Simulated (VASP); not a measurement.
Set up this calculation in VASP 6.6.1, as the native input.

| Quantity | Value |
| --- | --- |
| Task | single point |
| Functional | r2SCAN |
| Dispersion | D3(BJ) |
| Potentials or basis | VASP PAW PBE potentials, release 64 (C) |
| Cutoff | 520 eV |
| k mesh | 12 × 12 × 4 |
| Occupations | fermi-dirac, width 0.05 eV |
| Spin | no spin polarisation |
| Dipole correction | no |
| Further INCAR settings | ALGO = Normal; EDIFF = 1e-06; NBANDS = 26 |

The system is C.

```xyz
8
Lattice="2.4706 0.0000 0.0000 -1.2353 2.1396 0.0000 0.0000 0.0000 8.0689" Properties=species:S:1:pos:R:3 pbc="T T T"
C     1.2353    0.7132    6.8082
C     0.0000    1.4264    2.7737
C     1.2353    0.7132    5.2952
C     0.0000    1.4264    1.2608
C     0.0000    0.0000    7.3125
C     0.0000    0.0000    3.2780
C     0.0000    0.0000    4.7909
C     0.0000    0.0000    0.7565
```

The input as run:

POSCAR

```
C
1.0
    2.4706141248      0.0000000000      0.0000000000
   -1.2353070624      2.1396145950      0.0000000000
    0.0000000000      0.0000000000      8.0689487361
C
8
Direct
    0.6666666667      0.3333333333      0.8437500000
    0.3333333333      0.6666666667      0.3437500000
    0.6666666667      0.3333333333      0.6562500000
    0.3333333333      0.6666666667      0.1562500000
    0.0000000000      0.0000000000      0.9062500000
    0.0000000000      0.0000000000      0.4062500000
    0.0000000000      0.0000000000      0.5937500000
    0.0000000000      0.0000000000      0.0937500000
```

INCAR.step1

```
SYSTEM = C
  ALGO = Normal
  EDIFF = 1E-4
  ENCUT = 520
  GGA = PE
  ISMEAR = -1
  LASPH = .TRUE.
  LCHARG = .FALSE.
  LREAL = .FALSE.
  LWAVE = .TRUE.
  NBANDS = 26
  NELM = 60
  PREC = Accurate
  SIGMA = 0.05
```

INCAR.step2

```
SYSTEM = C
  ALGO = Normal
  EDIFF = 1E-6
  ENCUT = 520
  ISIF = 2
  ISMEAR = -1
  ISTART = 1
  IVDW = 12
  LASPH = .TRUE.
  LCHARG = .FALSE.
  LMIXTAU = .TRUE.
  LREAL = .FALSE.
  LWAVE = .FALSE.
  METAGGA = R2SCAN
  NBANDS = 26
  NELM = 60
  PREC = Accurate
  SIGMA = 0.05
  VDW_A1 = 0.49484001
  VDW_A2 = 5.73083694
  VDW_S6 = 1.0
  VDW_S8 = 0.78981345
```

KPOINTS

```
k-points
0
G
  12 12 4
  0 0 0
```

Potentials or basis: VASP PAW PBE potentials, release 64 (C).

Launch:

```bash
$ cat potpaw_PBE.64/C/POTCAR > POTCAR
$ cp INCAR.step1 INCAR
$ mpirun -np 1 vasp_std > vasp.out
$ cp INCAR.step2 INCAR
$ mpirun -np 1 vasp_std > vasp.out
```

It gave:

The pressure is 27.3 GPa. The largest force is 0.405 eV/Å, the band gap on the k mesh is 4.78 eV, indirect (least direct gap 5.54 eV) and the dispersion energy per atom is -0.096 eV.

Caveat: the PAW data sets were made with another functional, which shifts forces and pressure a little.

It took 5.8 min on 1 thread of AMD EPYC 7R13, on a shared host, peak memory 0.17 GiB.
